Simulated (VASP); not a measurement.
# Zr2B3 (P-3m1) in VASP: relaxation of cell and atoms with PBE

Aim: the relaxation of cell and atoms of Zr2B3 with PBE.

Program: VASP 6.6.1. These are calculated values, not measurements. Logs are shortened: lines on timing, memory, paths and dates and some standing lists are left out, and cuts for length are marked.

### 1 The cell of the first run

It takes space group P-3m1 (No. 164, trigonal). The conventional cell has a = 3.969 Å, b = 3.969 Å, c = 4.972 Å, α = 90.00°, β = 90.00°, γ = 120.00°. Zr (site symmetry 3m) has 8 B at 2.29 to 2.60 Å within 3.0 Å. Within 3.0 Å of B (site symmetry 3m) lie 5 Zr at 2.29 to 2.54 Å and 3 B at 2.64 Å. Within 3.4 Å of B (site symmetry -3m) lie 6 Zr at 2.60 Å and 6 B at 2.64 Å.

### 2 Relaxation of cell and atoms, PBE

File INCAR:

```
SYSTEM = Zr2B3
ALGO = Normal
EDIFF = 1E-7
EDIFFG = -0.01
ENCUT = 600
GGA = PE
IBRION = 2
ISIF = 3
ISMEAR = 0
LASPH = .TRUE.
LCHARG = .FALSE.
LREAL = .FALSE.
LWAVE = .FALSE.
NELM = 60
NSW = 100
PREC = Accurate
SIGMA = 0.1
```

File KPOINTS:

```
k-points
0
G
  12 12 8
  0 0 0
```

File POSCAR:

```
Zr2B3
1.0
    3.9690020238      0.0000000000      0.0000000000
   -1.9845010119      3.4372565803      0.0000000000
    0.0000000000      0.0000000000      4.9719057153
Zr B
2 3
Direct
    0.6666666667      0.3333333333      0.2480783784
    0.3333333333      0.6666666667      0.7519216216
    0.6666666667      0.3333333333      0.7380278129
    0.3333333333      0.6666666667      0.2619721871
    0.0000000000      0.0000000000      0.0000000000
```

Potentials or basis: VASP PAW PBE potentials, release 64 (Zr_sv, B).

Run with:

```console
cat potpaw_PBE.64/Zr_sv/POTCAR potpaw_PBE.64/B/POTCAR > POTCAR
mpirun -np 1 vasp_std > vasp.out
```

OUTCAR:

```text
SYSTEM = Zr2B3
   EDIFF = 1E-7
   EDIFFG = -0.01
   ENCUT = 600
   GGA = PE
   IBRION = 2
   ISIF = 3
   ISMEAR = 0
   LASPH = .TRUE.
   LREAL = .FALSE.
   NELM = 60
   NSW = 100
   PREC = Accurate

 ion  position               nearest neighbor table
   1  0.667  0.333  0.248-   4 2.29   4 2.29   4 2.29   3 2.44   3 2.54   5 2.60   5 2.60   5 2.60
                             2 3.37   2 3.37   2 3.37   2 3.40   2 3.40   2 3.40
   2  0.333  0.667  0.752-   3 2.29   3 2.29   3 2.29   4 2.44   4 2.54   5 2.60   5 2.60   5 2.60
                             1 3.37   1 3.37   1 3.37   1 3.40   1 3.40   1 3.40
   3  0.667  0.333  0.738-   2 2.29   2 2.29   2 2.29   1 2.44   1 2.54
   4  0.333  0.667  0.262-   1 2.29   1 2.29   1 2.29   2 2.44   2 2.54
   5  0.000  0.000  0.000-   1 2.60   2 2.60   1 2.60   2 2.60   1 2.60   2 2.60

  LATTYP: Found a hexagonal cell.
 ALAT       =     3.9690020238
 C/A-ratio  =     1.2526840968

  Lattice vectors:

 A1 = (   3.9690020238,   0.0000000000,   0.0000000000)
 A2 = (  -1.9845010119,   3.4372565803,   0.0000000000)
 A3 = (   0.0000000000,   0.0000000000,   4.9719057153)

Analysis of symmetry for initial positions (statically):
=====================================================================
 Subroutine PRICEL returns:
 Original cell was already a primitive cell.

 Routine SETGRP: Setting up the symmetry group for a
 hexagonal supercell.

 Subroutine GETGRP returns: Found 12 space group operations
 (whereof 12 operations were pure point group operations)
 out of a pool of 24 trial point group operations.

The static configuration has the point symmetry D_3d.

Analysis of symmetry for dynamics (positions and initial velocities):
=====================================================================
 Subroutine PRICEL returns:
 Original cell was already a primitive cell.

 Routine SETGRP: Setting up the symmetry group for a
 hexagonal supercell.

 Subroutine GETGRP returns: Found 12 space group operations
 (whereof 12 operations were pure point group operations)
 out of a pool of 24 trial point group operations.

The dynamic configuration has the point symmetry D_3d.

 Subroutine INISYM returns: Found 12 space group operations
 (whereof 12 operations are pure point group operations),
 and found     1 'primitive' translations

----------------------------------------------------------------------------------------

                                     Primitive cell

  volume of cell :      67.8291

  direct lattice vectors                    reciprocal lattice vectors
     3.969002024  0.000000000  0.000000000     0.251952504  0.145464846  0.000000000
    -1.984501012  3.437256580  0.000000000     0.000000000  0.290929693  0.000000000
     0.000000000  0.000000000  4.971905715     0.000000000  0.000000000  0.201130121

  length of vectors
     3.969002024  3.969002024  4.971905715     0.290929693  0.290929693  0.201130121

  position of ions in fractional coordinates (direct lattice)
     0.666666667  0.333333333  0.248078378
     0.333333333  0.666666667  0.751921622
     0.666666667  0.333333333  0.738027813
     0.333333333  0.666666667  0.261972187
     0.000000000  0.000000000  0.000000000

  ion indices of the primitive-cell ions
   primitive index   ion index
                 1           1
                 2           2
                 3           3
                 4           4
                 5           5

----------------------------------------------------------------------------------------

 KPOINTS: k-points

Automatic generation of k-mesh.
 Grid dimensions read from file:
 generate k-points for:   12   12    8

 Generating k-lattice:

  Cartesian coordinates                     Fractional coordinates (reciprocal lattice)
     0.020996042  0.012122071  0.000000000     0.083333333  0.000000000  0.000000000
     0.000000000  0.024244141  0.000000000     0.000000000  0.083333333  0.000000000
     0.000000000  0.000000000  0.025141265     0.000000000  0.000000000  0.125000000

  Length of vectors
     0.024244141  0.024244141  0.025141265

  Shift w.r.t. Gamma in fractional coordinates (k-lattice)
     0.000000000  0.000000000  0.000000000

 Subroutine IBZKPT returns following result:
 ===========================================

 Found    131 irreducible k-points:

 Following reciprocal coordinates:
            Coordinates               Weight
  0.000000  0.000000  0.000000      1.000000
  0.083333  0.000000  0.000000      6.000000
  0.166667 -0.000000  0.000000      6.000000
  0.250000 -0.000000  0.000000      6.000000
  0.333333  0.000000  0.000000      6.000000
  0.416667  0.000000  0.000000      6.000000
[... 16 lines left out ...]
  0.166667 -0.000000  0.125000      6.000000
  0.000000  0.166667  0.125000      6.000000
 [... further k-points ...]
   k-points           NKPTS =    131   k-points in BZ     NKDIM =    131   number of bands    NBANDS=     20
   number of dos      NEDOS =    301   number of ions     NIONS =      5
   total plane-waves  NPLWV =  40960
   dimension x,y,z NGX =    32 NGY =   32 NGZ =   40
   dimension x,y,z NGXF=    64 NGYF=   64 NGZF=   80
   ions per type =               2   3
   NGX,Y,Z   is equivalent  to a cutoff of  13.40, 13.40, 13.37 a.u.
   NGXF,Y,Z  is equivalent  to a cutoff of  26.81, 26.81, 26.75 a.u.
 SYSTEM =  Zr2B3
   PREC   = accura    normal or accurate (medium, high low for compatibility)
   ISTART =      0    job   : 0-new  1-cont  2-samecut
   ICHARG =      2    charge: 1-file 2-atom 10-const
   ISPIN  =      1    spin polarized calculation?
   LNONCOLLINEAR =      F non collinear calculations
   LSORBIT =      F    spin-orbit coupling
   LASPH  =      T    aspherical Exc in radial PAW
   ENCUT  =  600.0 eV  44.10 Ry    6.64 a.u.   7.93  7.93  9.93*2*pi/ulx,y,z
   NELM   =     60;   NELMIN=  2; NELMDL= -5     # of ELM steps
   EDIFF  = 0.1E-06   stopping-criterion for ELM
   LREAL  =      F    real-space projection
   EDIFFG = -.1E-01   stopping-criterion for IOM
   NSW    =    100    number of steps for IOM
   IBRION =      2    ionic relax: 0-MD 1-quasi-New 2-CG
   NFREE  =      1    steps in history (QN), initial steepest desc. (CG)
   ISIF   =      3    stress and relaxation
   ISYM   =      2    0-nonsym 1-usesym 2-fastsym
   POTIM  = 0.5000    time-step for ionic-motion
   TEBEG  =    0.0;   TEEND  =   0.0 temperature during run
   PSTRESS=    0.0 pullay stress
   NELECT =      33.0000    total number of electrons
   NUPDOWN=      -1.0000    fix difference up-down
   EMIN   =  10.00;   EMAX   =-10.00  energy-range for DOS
   EFERMI =   0.00;   METHOD = LEGACY
   ISMEAR =     0;   SIGMA  =   0.10  broadening in eV -4-tet -1-fermi 0-gaus
   EFERMI_NEDOS =   21; number of points for ismear=-14 and -15
   IALGO  =     38    algorithm
   IMIX   =      4    mixing-type and parameters
     AMIX     =   0.40;   BMIX     =  1.00
     AMIX_MAG =   1.60;   BMIX_MAG =  1.00
  volume/ion in A,a.u.               =      13.57        91.55
  Fermi-wavevector in a.u.,A,eV,Ry     =   1.287580  2.433173 22.556572  1.657861
  Thomas-Fermi vector in A             =   2.419585
   LORBIT       =      0    0 simple, 1 ext, 2 COOP (PROOUT), +10 PAW based schemes
   GGA     = PE    functional components
   LHFCALC =     F    Hartree Fock is set to
   AEXX    =    0.0000 exact exchange contribution
   IVDW    =     0    specifies the selected vdW correction
   LEPSILON=     F    determine dielectric tensor
   LRPA    =     F    only Hartree local field effects (RPA)
 conjugate gradient relaxation of ions
 non-spin polarized calculation
 Gauss-broadening in eV      SIGMA  =   0.10
  energy-cutoff  :      600.00
  volume of cell :       67.83
 maximum number of plane-waves:      2289
   NGX = 15   NGY = 15   NGZ = 19

--------------------------------------- Ionic step        1  -------------------------------------------

 number of electron      33.0000000 magnetization

 Free energy of the ion-electron system (eV)
  ---------------------------------------------------
  ext. energy  EPLUGINS =         0.00000000
  ---------------------------------------------------
  free energy    TOTEN  =       -36.17688453 eV

  energy without entropy =      -36.16968603  energy(sigma->0) =      -36.17328528

------------------------ aborting loop because EDIFF is reached ----------------------------------------

  FORCE on cell =-STRESS in cart. coord.  units (eV):
  Direction    XX          YY          ZZ          XY          YZ          ZX
  --------------------------------------------------------------------------------------
  -------------------------------------------------------------------------------------
  Total        0.2086771      0.2086771      0.0496958      0.0000000      0.0000000     -0.0000000
  in kB        4.9291171      4.9291171      1.1738537      0.0000000      0.0000000     -0.0000000
  external PRESSURE =       3.6773626 kB  Pullay stress =       0.0000000 kB

 VOLUME and BASIS-vectors are now :
 -----------------------------------------------------------------------------
  energy-cutoff  :      600.00
  volume of cell :       67.83
      direct lattice vectors                 reciprocal lattice vectors
     3.969002024  0.000000000  0.000000000     0.251952504  0.145464846  0.000000000
    -1.984501012  3.437256580  0.000000000     0.000000000  0.290929693  0.000000000
     0.000000000  0.000000000  4.971905715     0.000000000  0.000000000  0.201130121
[... 157 lines left out ...]
 POSITION                                       TOTAL-FORCE (eV/Angst)
 -----------------------------------------------------------------------------------
      1.98739      1.14742      1.23271        -0.000000     -0.000000      0.024871
     -0.00000      2.29484      3.73501         0.000000      0.000000     -0.024871
      1.98739      1.14742      3.67307        -0.000000      0.000000      0.010818
     -0.00000      2.29484      1.29465         0.000000     -0.000000     -0.010818
     -0.00000      0.00000      0.00000        -0.000000      0.000000      0.000000
 -----------------------------------------------------------------------------------
    total drift:                               -0.000000      0.000000      0.000000

  FREE ENERGIE OF THE ION-ELECTRON SYSTEM (eV)
  ---------------------------------------------------
  free  energy   TOTEN  =       -36.1775866686 eV

  energy  without entropy=      -36.1706138136  energy(sigma->0) =      -36.17410024

--------------------------------------- Ionic step        6  -------------------------------------------

 number of electron      33.0000001 magnetization

 Free energy of the ion-electron system (eV)
  ---------------------------------------------------
  ext. energy  EPLUGINS =         0.00000000
  ---------------------------------------------------
  free energy    TOTEN  =       -36.17769809 eV

  energy without entropy =      -36.17075793  energy(sigma->0) =      -36.17422801

 E-fermi :   8.0376     XC(G=0): -11.3446

 val. band max:        8.0272940626   @ k =   0.4167   0.1667   0.2500
 cond. band min:       8.0617440033   @ k =   0.0000   0.2500   0.1250
 fundamental gap:      0.0344499407
 Fermi energy:         8.0376074214

 k-point     1 :       0.0000    0.0000    0.0000
  band No.  band energies     occupation
      1     -40.3832      2.00000
      2     -40.3000      2.00000
      3     -18.6968      2.00000
      4     -18.5682      2.00000
      5     -18.5682      2.00000
      6     -18.4066      2.00000
[... 12 lines left out ...]
     19       9.1243      0.00000
     20       9.5120      0.00000
[... 507 lines left out ...]
 k-point    24 :       0.0000    0.1667    0.1250
  band No.  band energies     occupation
      1     -40.3738      2.00000
      2     -40.3060      2.00000
      3     -18.6662      2.00000
      4     -18.5837      2.00000
      5     -18.5735      2.00000
      6     -18.4589      2.00000
[... 12 lines left out ...]
     19       9.0836      0.00000
     20      10.2475      0.00000

 [... further k-points ...]

------------------------ aborting loop because EDIFF is reached ----------------------------------------

  FORCE on cell =-STRESS in cart. coord.  units (eV):
  Direction    XX          YY          ZZ          XY          YZ          ZX
  --------------------------------------------------------------------------------------
  -------------------------------------------------------------------------------------
  Total       -0.0026641     -0.0026641      0.0071529      0.0000000     -0.0000000      0.0000000
  in kB       -0.0628016     -0.0628016      0.1686183      0.0000000     -0.0000000      0.0000000
  external PRESSURE =       0.0143384 kB  Pullay stress =       0.0000000 kB

 VOLUME and BASIS-vectors are now :
 -----------------------------------------------------------------------------
  energy-cutoff  :      600.00
  volume of cell :       67.97
      direct lattice vectors                 reciprocal lattice vectors
     3.973603805  0.000000000 -0.000000000     0.251660721  0.145296385  0.000000000
    -1.986801903  3.441241840  0.000000000     0.000000000  0.290592770  0.000000000
    -0.000000000  0.000000000  4.970384283     0.000000000 -0.000000000  0.201191687

 POSITION                                       TOTAL-FORCE (eV/Angst)
 -----------------------------------------------------------------------------------
      1.98680      1.14708      1.23485        -0.000000      0.000000      0.008053
     -0.00000      2.29416      3.73554         0.000000      0.000000     -0.008053
      1.98680      1.14708      3.67736        -0.000000      0.000000      0.001598
     -0.00000      2.29416      1.29303         0.000000     -0.000000     -0.001598
      3.97360      0.00000     -0.00000        -0.000000      0.000000     -0.000000
 -----------------------------------------------------------------------------------
    total drift:                               -0.000000      0.000000     -0.000000

  FREE ENERGIE OF THE ION-ELECTRON SYSTEM (eV)
  ---------------------------------------------------
  free  energy   TOTEN  =       -36.1776980873 eV

  energy  without entropy=      -36.1707579277  energy(sigma->0) =      -36.17422801

 reached required accuracy - stopping structural energy minimisation
```

Run time: 13 min. Hardware: 1 thread of Oxide Virtual Turin-like, shared host; peak memory 0.31 GiB.

Results:

| Property | Result |
| --- | --- |
| Free energy | -36.1777 eV |
| Relaxed volume | 13.59 Å³/atom |
| Relaxed cell | a = 3.974 Å, b = 3.974 Å, c = 4.970 Å, α = 90.00°, β = 90.00°, γ = 120.00° |
| Space group after relaxing (to 0.05 Å) | P-3m1 (No. 164) |
| Energy gained by relaxing | 0.2 meV/atom |
| Ionic steps | 6 |
| Pressure after relaxing | 0.0 GPa |
| Largest force after relaxing | 0.008 eV/Å |

Forces in eV/Å, atoms in the order of the input:
```
Zr   0.000  0.000  0.008
Zr   0.000  0.000 -0.008
B    0.000  0.000  0.002
B    0.000  0.000 -0.002
B    0.000  0.000  0.000
```

The path:
| step | energy change (eV) | largest force (eV/Å) | pressure (GPa) | volume (Å³) |
| --- | --- | --- | --- | --- |
| 1 | 0.0000 | 0.0614 | 0.37 | 67.83 |
| 2 | -0.0004 | 0.0336 | -0.31 | 68.14 |
| 3 | -0.0005 | 0.0405 | -0.14 | 68.06 |
| 4 | -0.0006 | 0.0245 | -0.05 | 68.01 |
| 5 | -0.0007 | 0.0249 | 0.03 | 67.97 |
| 6 | -0.0008 | 0.0081 | 0.00 | 67.97 |

Final structure:
```cif
data_structure
_symmetry_space_group_name_H-M 'P 1'
_symmetry_Int_Tables_number 1
_cell_length_a 3.9736
_cell_length_b 3.9736
_cell_length_c 4.9704
_cell_angle_alpha 90.000
_cell_angle_beta 90.000
_cell_angle_gamma 120.000
_cell_volume 67.97
loop_
_atom_site_label
_atom_site_type_symbol
_atom_site_fract_x
_atom_site_fract_y
_atom_site_fract_z
_atom_site_occupancy
Zr1 Zr 0.66667 0.33333 0.24844 1
Zr2 Zr 0.33333 0.66667 0.75156 1
B1 B 0.66667 0.33333 0.73985 1
B2 B 0.33333 0.66667 0.26015 1
B3 B 0.00000 0.00000 0.00000 1
```
